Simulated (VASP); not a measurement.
# H13O6F in VASP: a series of runs

The runs below take H13O6F through single point, with r2SCAN+D3(BJ).

Everything below comes from runs of VASP 6.6.1. Logs are shortened: lines on timing, memory, paths and dates and some standing lists are left out, and cuts for length are marked.

## Step 1: The cell of the first run

The cell holds a disordered packing, 20 atoms: a = 5.981 Å, b = 5.981 Å, c = 5.981 Å, α = 90.00°, β = 90.00°, γ = 90.00°.

## Step 2: Single point, r2SCAN+D3(BJ)

The input, POSCAR:

```
H13O6F
1.0
    5.9814240000      0.0000000000      0.0000000000
    0.0000000000      5.9814240000      0.0000000000
    0.0000000000      0.0000000000      5.9814240000
O H F
6 13 1
Direct
    0.2542036813      0.0219512945      0.5892409567
    0.5361599512      0.6955701519      0.6893676155
   -0.0773060061      0.6598261551      0.9736811836
    0.4676144009      0.3301889316     -0.0004346791
    0.2914523364      0.9224057683      0.1553476229
    0.8318420497      1.1430221298      1.1414505977
    0.2994103076      0.1693911015      0.6293986181
    0.2602390334      0.0170026402      0.4276573605
    0.4147005797      0.8069650304      0.6736857310
    0.5559712871      0.6290809680      0.5474783262
   -0.1967758848      0.6770628533      0.8657470194
   -0.0210150626      0.5088921969      0.9564444855
    0.4673134692      0.3776692640      0.1528565773
    0.4675976824      0.4767092251     -0.0871698779
    0.2992264049      1.0420093944      0.0448053841
    0.1700096833      0.8236500205      0.1086530565
    0.6981615080      1.1760410230      1.0471085146
    0.8538936548      0.9742328917      1.1267718189
    0.7480325755      0.2469813208      0.3448677104
    0.6716795198      0.3589780627      0.4376884167
```

The input, INCAR.step1:

```
PREC     = Accurate       # precision mode
ENCUT    = 1110           # plane-wave cutoff, eV
ISMEAR   = -1             # smearing method
SIGMA    = 0.05           # smearing width, eV
LREAL    = Auto         
LASPH    = True           # aspherical terms in the spheres
NELM     = 120            # most SCF steps
NBANDS   = 44             # bands
GGA      = PE             # functional
ALGO     = Normal         # electronic algorithm
EDIFF    = 1E-5           # SCF threshold, eV
LWAVE    = True           # write WAVECAR
LCHARG   = False          # write CHGCAR
GGA_COMPAT= False
```

The input, INCAR.step2:

```
PREC     = Accurate       # precision mode
ENCUT    = 1110           # plane-wave cutoff, eV
EDIFF    = 1E-6           # SCF threshold, eV
ISMEAR   = -1             # smearing method
SIGMA    = 0.05           # smearing width, eV
LREAL    = Auto         
LASPH    = True           # aspherical terms in the spheres
NELM     = 120            # most SCF steps
ALGO     = Normal         # electronic algorithm
ISIF     = 2              # what is computed and relaxed
LWAVE    = False          # write WAVECAR
LCHARG   = False          # write CHGCAR
METAGGA  = R2SCAN         # meta-GGA
LMIXTAU  = True         
IVDW     = 12             # dispersion correction
VDW_S6   = 1.0          
VDW_S8   = 0.78981345   
VDW_A1   = 0.49484001   
VDW_A2   = 5.73083694   
NBANDS   = 44             # bands
ISTART   = 1            
GGA_COMPAT= False
```

The input, KPOINTS:

```
regular mesh
0
Gamma
  1 1 1
```

Potentials or basis: VASP PAW PBE potentials, release 64 (O_h, H_h, F_h).

The run is started by

```console
> cat potpaw_PBE.64/O_h/POTCAR potpaw_PBE.64/H_h/POTCAR potpaw_PBE.64/F_h/POTCAR > POTCAR
> cp INCAR.step1 INCAR
> mpirun -np 1 vasp_gam > vasp.out
> cp INCAR.step2 INCAR
> mpirun -np 1 vasp_gam > vasp.out
```

OUTCAR:

```text
PREC = Accurate
   ENCUT = 1110
   EDIFF = 1E-6
   ISMEAR = -1
   LREAL = Auto
   LASPH = True
   NELM = 120
   ISIF = 2
   METAGGA = R2SCAN
   IVDW = 12
   ISTART = 1
 IVDW          = 12

 ion  position               nearest neighbor table
   1  0.254  0.022  0.589-   7 0.95   8 0.97
   2  0.536  0.696  0.689-  10 0.94   9 0.99
   3  0.923  0.660  0.974-  11 0.97  12 0.97
   4  0.468  0.330  1.000-  13 0.96  14 1.02
   5  0.291  0.922  0.155-  15 0.98  16 0.98
   6  0.832  0.143  0.141-  17 1.00  18 1.02
   7  0.299  0.169  0.629-   1 0.95
   8  0.260  0.017  0.428-   1 0.97
   9  0.415  0.807  0.674-   2 0.99
  10  0.556  0.629  0.547-   2 0.94
  11  0.803  0.677  0.866-   3 0.97
  12  0.979  0.509  0.956-   3 0.97
  13  0.467  0.378  0.153-   4 0.96
  14  0.468  0.477  0.913-   4 1.02
  15  0.299  0.042  0.045-   5 0.98
  16  0.170  0.824  0.109-   5 0.98
  17  0.698  0.176  0.047-   6 1.00
  18  0.854  0.974  0.127-   6 1.02
  19  0.748  0.247  0.345-  20 0.98
  20  0.672  0.359  0.438-  19 0.98

  LATTYP: Found a simple cubic cell.
 ALAT       =     5.9814240000

  Lattice vectors:

 A1 = (   5.9814240000,   0.0000000000,   0.0000000000)
 A2 = (   0.0000000000,   5.9814240000,   0.0000000000)
 A3 = (   0.0000000000,   0.0000000000,   5.9814240000)

Analysis of symmetry for initial positions (statically):
=====================================================================
 Subroutine PRICEL returns:
 Original cell was already a primitive cell.

 Routine SETGRP: Setting up the symmetry group for a
 simple cubic supercell.

 Subroutine GETGRP returns: Found  1 space group operations
 (whereof  1 operations were pure point group operations)
 out of a pool of 48 trial point group operations.

The static configuration has the point symmetry C_1 .

Analysis of symmetry for dynamics (positions and initial velocities):
=====================================================================
 Subroutine PRICEL returns:
 Original cell was already a primitive cell.

 Routine SETGRP: Setting up the symmetry group for a
 simple cubic supercell.

 Subroutine GETGRP returns: Found  1 space group operations
 (whereof  1 operations were pure point group operations)
 out of a pool of 48 trial point group operations.

The dynamic configuration has the point symmetry C_1 .

 Subroutine INISYM returns: Found  1 space group operations
 (whereof  1 operations are pure point group operations),
 and found     1 'primitive' translations

----------------------------------------------------------------------------------------

                                     Primitive cell

  volume of cell :     214.0000

  direct lattice vectors                    reciprocal lattice vectors
     5.981424000  0.000000000  0.000000000     0.167184269  0.000000000  0.000000000
     0.000000000  5.981424000  0.000000000     0.000000000  0.167184269  0.000000000
     0.000000000  0.000000000  5.981424000     0.000000000  0.000000000  0.167184269

  length of vectors
     5.981424000  5.981424000  5.981424000     0.167184269  0.167184269  0.167184269

  position of ions in fractional coordinates (direct lattice)
     0.254203681  0.021951294  0.589240957
     0.536159951  0.695570152  0.689367615
     0.922693994  0.659826155  0.973681184
     0.467614401  0.330188932  0.999565321
     0.291452336  0.922405768  0.155347623
     0.831842050  0.143022130  0.141450598
[... 12 lines left out ...]
     0.748032575  0.246981321  0.344867710
     0.671679520  0.358978063  0.437688417

  ion indices of the primitive-cell ions
   primitive index   ion index
                 1           1
                 2           2
                 3           3
                 4           4
                 5           5
                 6           6
[... 12 lines left out ...]
                19          19
                20          20

----------------------------------------------------------------------------------------

 KPOINTS: regular mesh

Automatic generation of k-mesh.
 Grid dimensions read from file:
 generate k-points for:    1    1    1

 Generating k-lattice:

  Cartesian coordinates                     Fractional coordinates (reciprocal lattice)
     0.167184269  0.000000000  0.000000000     1.000000000  0.000000000  0.000000000
     0.000000000  0.167184269  0.000000000     0.000000000  1.000000000  0.000000000
     0.000000000  0.000000000  0.167184269     0.000000000  0.000000000  1.000000000

  Length of vectors
     0.167184269  0.167184269  0.167184269

  Shift w.r.t. Gamma in fractional coordinates (k-lattice)
     0.000000000  0.000000000  0.000000000

 Subroutine IBZKPT returns following result:
 ===========================================

 Found      1 irreducible k-points:

 Following reciprocal coordinates:
            Coordinates               Weight
  0.000000  0.000000  0.000000      1.000000
   k-points           NKPTS =      1   k-points in BZ     NKDIM =      1   number of bands    NBANDS=     44
   number of dos      NEDOS =    301   number of ions     NIONS =     20
   total plane-waves  NPLWV = 343000
   dimension x,y,z NGX =    70 NGY =   70 NGZ =   70
   dimension x,y,z NGXF=   140 NGYF=  140 NGZF=  140
   ions per type =               6  13   1
   NGX,Y,Z   is equivalent  to a cutoff of  19.46, 19.46, 19.46 a.u.
   NGXF,Y,Z  is equivalent  to a cutoff of  38.91, 38.91, 38.91 a.u.
 SYSTEM =  unknown system
   PREC   = accura    normal or accurate (medium, high low for compatibility)
   ISTART =      1    job   : 0-new  1-cont  2-samecut
   ICHARG =      0    charge: 1-file 2-atom 10-const
   ISPIN  =      1    spin polarized calculation?
   LNONCOLLINEAR =      F non collinear calculations
   LSORBIT =      F    spin-orbit coupling
   LASPH  =      T    aspherical Exc in radial PAW
   ENCUT  = 1110.0 eV  81.58 Ry    9.03 a.u.  16.25 16.25 16.25*2*pi/ulx,y,z
   NELM   =    120;   NELMIN=  2; NELMDL=  0     # of ELM steps
   EDIFF  = 0.1E-05   stopping-criterion for ELM
   LREAL  =      T    real-space projection
   EDIFFG = 0.1E-04   stopping-criterion for IOM
   NSW    =      0    number of steps for IOM
   IBRION =     -1    ionic relax: 0-MD 1-quasi-New 2-CG
   NFREE  =      0    steps in history (QN), initial steepest desc. (CG)
   ISIF   =      2    stress and relaxation
   ISYM   =      2    0-nonsym 1-usesym 2-fastsym
   POTIM  = 0.5000    time-step for ionic-motion
   TEBEG  =    0.0;   TEEND  =   0.0 temperature during run
   PSTRESS=    0.0 pullay stress
   NELECT =      56.0000    total number of electrons
   NUPDOWN=      -1.0000    fix difference up-down
   EMIN   =  10.00;   EMAX   =-10.00  energy-range for DOS
   EFERMI =   0.00;   METHOD = LEGACY
   ISMEAR =    -1;   SIGMA  =   0.05  broadening in eV -4-tet -1-fermi 0-gaus
   EFERMI_NEDOS =   21; number of points for ismear=-14 and -15
   IALGO  =     38    algorithm
   IMIX   =      4    mixing-type and parameters
     AMIX     =   0.40;   BMIX     =  1.00
     AMIX_MAG =   1.60;   BMIX_MAG =  1.00
  volume/ion in A,a.u.               =      10.70        72.21
  Fermi-wavevector in a.u.,A,eV,Ry     =   1.047128  1.978784 14.918463  1.096476
  Thomas-Fermi vector in A             =   2.181995
   LORBIT       =      0    0 simple, 1 ext, 2 COOP (PROOUT), +10 PAW based schemes
   METAGGA = R2SCAN    functional components
   LHFCALC =     F    Hartree Fock is set to
   AEXX    =    0.0000 exact exchange contribution
   IVDW    =    12    specifies the selected vdW correction
   LEPSILON=     F    determine dielectric tensor
   LRPA    =     F    only Hartree local field effects (RPA)
 non-spin polarized calculation
  energy-cutoff  :     1110.00
  volume of cell :      214.00
 maximum number of plane-waves:      8971
 NGX is ok and might be reduce to    70
   NGX = 33   NGY = 33   NGZ = 33

 number of electron      56.0000002 magnetization

 Free energy of the ion-electron system (eV)
  ---------------------------------------------------
  ext. energy  EPLUGINS =         0.00000000
  ---------------------------------------------------
  free energy    TOTEN  =      -104.61810733 eV

  energy without entropy =     -104.61810733  energy(sigma->0) =     -104.61810733

 E-fermi :  -2.9737     XC(G=0):  -6.8067

 val. band max:       -4.2589291051   @ k =   0.0000   0.0000   0.0000
 cond. band min:       1.2911497237   @ k =   0.0000   0.0000   0.0000
 fundamental gap:      5.5500788287
 Fermi energy:        -2.9737432210

 k-point     1 :       0.0000    0.0000    0.0000
  band No.  band energies     occupation
      1     -27.5488      2.00000
      2     -24.1559      2.00000
      3     -23.7013      2.00000
      4     -23.5703      2.00000
      5     -23.4491      2.00000
      6     -23.3047      2.00000
[... 32 lines left out ...]
     39       8.0498      0.00000
     40       8.3775      0.00000
 [bands above 40 left out]

------------------------ aborting loop because EDIFF is reached ----------------------------------------

 Edisp (eV)   -0.30456

 E8    (eV) :    -0.0434

  FORCE on cell =-STRESS in cart. coord.  units (eV):
  Direction    XX          YY          ZZ          XY          YZ          ZX
  --------------------------------------------------------------------------------------
  -------------------------------------------------------------------------------------
  Total      -0.46618    -4.14701     1.58336    -0.62597     1.76994    -0.60835
  in kB      -3.49022   -31.04791    11.85428    -4.68655    13.25120    -4.55463
  external pressure =       -7.56 kB  Pullay stress =        0.00 kB

 VOLUME and BASIS-vectors are now :
 -----------------------------------------------------------------------------
  energy-cutoff  :     1110.00
  volume of cell :      214.00
      direct lattice vectors                 reciprocal lattice vectors
     5.981424000  0.000000000  0.000000000     0.167184269  0.000000000  0.000000000
     0.000000000  5.981424000  0.000000000     0.000000000  0.167184269  0.000000000
     0.000000000  0.000000000  5.981424000     0.000000000  0.000000000  0.167184269

 POSITION                                       TOTAL-FORCE (eV/Angst)
 -----------------------------------------------------------------------------------
      1.52050      0.13130      3.52450        -0.424747      0.015215      0.434552
      3.20700      4.16050      4.12340        -0.414545      0.264673      1.473146
      5.51902      3.94670      5.82400         0.462244     -0.185781      0.197301
      2.79700      1.97500      5.97882        -0.517789      1.517994     -1.153747
      1.74330      5.51730      0.92920        -0.118557     -0.296897     -0.302796
      4.97560      0.85548      0.84608        -0.110606     -2.502851     -0.597920
[... 12 lines left out ...]
      4.47430      1.47730      2.06280         0.232572     -0.038104     -0.394541
      4.01760      2.14720      2.61800        -0.290444      0.043973      0.355412
 -----------------------------------------------------------------------------------
    total drift:                                0.007334      0.000073     -0.006950

  FREE ENERGIE OF THE ION-ELECTRON SYSTEM (eV)
  ---------------------------------------------------
  free  energy   TOTEN  =      -104.9226717175 eV

  energy  without entropy=     -104.9226717175  energy(sigma->0) =     -104.92267172
```

It took 2.8 min on 1 thread of Intel Xeon 6975P-C (Granite Rapids), shared host; peak memory 0.77 GiB.

What came out:

- Free energy: -104.9227 eV
- Pressure: -0.8 GPa
- Largest force: 2.576 eV/Å
- Dispersion energy per atom: -0.015 eV

Forces in eV/Å, atoms in the order of the input:
```
O   -0.425  0.015  0.435
O   -0.415  0.265  1.473
O    0.462 -0.186  0.197
O   -0.518  1.518 -1.154
O   -0.119 -0.297 -0.303
O   -0.111 -2.503 -0.598
H    0.237  0.352  0.171
H    0.026 -0.176 -0.439
H    0.381  0.144 -0.157
H    0.251 -0.496 -0.824
H   -0.184  0.020 -0.302
H   -0.309  0.309  0.087
H    0.013  0.122  0.427
H    0.239 -1.307  0.319
H   -0.112 -0.378  0.311
H    0.271  0.352 -0.196
H    0.618  0.064  0.266
H   -0.251  2.175  0.326
H    0.233 -0.038 -0.395
F   -0.290  0.044  0.355
```

Levels at points of the mesh, in eV from the Fermi level:
| k point | band 25 | band 26 | band 27 | band 28 | band 29 | band 30 | band 31 | band 32 |
| --- | --- | --- | --- | --- | --- | --- | --- | --- |
| (0.00, 0.00, 0.00) | -1.75 | -1.67 | -1.53 | -1.29 | 4.26 | 7.75 | 8.20 | 8.55 |

Caveat: the k points lie up to 1.05 Å⁻¹ apart, too coarse for converged energies, forces and pressures; the atoms stand as in a frame of molecular dynamics; the PAW data sets were made with another functional, which shifts forces and pressure a little.

(Part 1 of 2 ends here.)
